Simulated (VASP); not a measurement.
Input of a VASP 6.6.1 run:

File INCAR:

```
SYSTEM = V
PREC = Accurate ; ENCUT = 520
EDIFF = 1E-7 ; ISMEAR = 0
SIGMA = 0.1 ; LREAL = .FALSE.
LASPH = .TRUE. ; NELM = 80
ALGO = Normal ; ISIF = 2
LWAVE = .FALSE. ; LCHARG = .FALSE.
GGA = PE ; NBANDS = 34
```

File KPOINTS:

```
Automatic mesh
0
G
  6 6 4
  0 0 0
```

POSCAR

```
V
1.0
    4.2243053424      0.0000000000      0.0000000000
   -2.1121526712      3.6583557398      0.0000000000
    0.0000000000      0.0000000000      4.1056336138
V
4
Direct
    0.0000000000      0.0000000000      0.2500000000
    0.0000000000      0.0000000000      0.7500000000
    0.3333333333      0.6666666667      0.7500000000
    0.6666666667      0.3333333333      0.2500000000
```

Potentials or basis: VASP PAW PBE potentials, release 64 (V_sv).

Command:

```sh
$ cat potpaw_PBE.64/V_sv/POTCAR > POTCAR
$ mpirun -np 1 vasp_std > vasp.out
```

Predict the pressure.

0.7 GPa.

What does it give for the band gap on the k mesh?

Zero (band 26 reaches 8.11 eV, above the bottom of band 27 at 7.59 eV).

Stress tensor (GPa, compression positive):
```
-0.15  0.00  0.00
 0.00 -0.15  0.00
 0.00  0.00  2.41
```

Caveat: the k points lie up to 0.38 Å⁻¹ apart.
